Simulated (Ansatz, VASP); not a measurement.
As in VASP and in Ansatz

```
CELL_PARAMETERS angstrom
3.69300 0.00000 0.00000
-1.84650 3.19823 0.00000
0.00000 0.00000 28.57424
ATOMIC_POSITIONS crystal
As 0.33333 0.66667 0.46332
As 0.66667 0.33333 0.53668
```

Alike in both runs: task single point; functional PBE; dispersion D3(BJ); k mesh 9 × 9 × 1; occupations gaussian, width 0.02 eV; no spin polarisation.

```csv
,VASP,Ansatz
version,VASP 6.6.1,Ansatz 0.2.0
potentials or method,"VASP PAW PBE potentials, release 64 (As), cutoff 520 eV","scalar-relativistic, plane waves, PAW"
valence electrons in the cell,10,30
```

```csv
,VASP,Ansatz,Ansatz less VASP
gap on the k mesh at the Fermi level (eV),none,none,-
rms of the force components (eV/Å),2.130,2.129,-0.0003
"work function, face that differs most (eV)",4.12,4.12,-0.001
```

Atom by atom the forces differ by 0.000 eV/Å (rms over components). A gap of «none» marks a metal or a gap that the smearing closes. VASP's potentials hold 10 valence electrons a cell and Ansatz's 30, so a difference there can come from the potentials and not from the codes.
